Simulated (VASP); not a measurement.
Here is a VASP 6.6.1 calculation.

Contents of INCAR:

```
SYSTEM = Ta
PREC = Accurate ; ENCUT = 520
EDIFF = 1E-7 ; ISMEAR = -1
SIGMA = 0.15 ; LREAL = .False.
LASPH = .True. ; NELM = 100
ALGO = Normal ; ISIF = 2
LWAVE = .False. ; LCHARG = .True.
GGA = CA ; LELF = .True.
LVHAR = .True. ; NBANDS = 12
```

KPOINTS

```
Automatic mesh
0
Gamma
  16 16 16
  0 0 0
```

File POSCAR:

```
Ta
1.0
   -1.6278024224      1.6278024224      1.6278024224
    1.6278024224     -1.6278024224      1.6278024224
    1.6278024224      1.6278024224     -1.6278024224
Ta
1
Direct
    0.0000000000      0.0000000000      0.0000000000
```

Potentials or basis: VASP PAW LDA potentials, release 64 (Ta_pv).

Run with:

```bash
$ cat potpaw_LDA.64/Ta_pv/POTCAR > POTCAR
$ mpirun -np 1 vasp_std > vasp.out
```

Predict the pressure.

0.8 GPa.
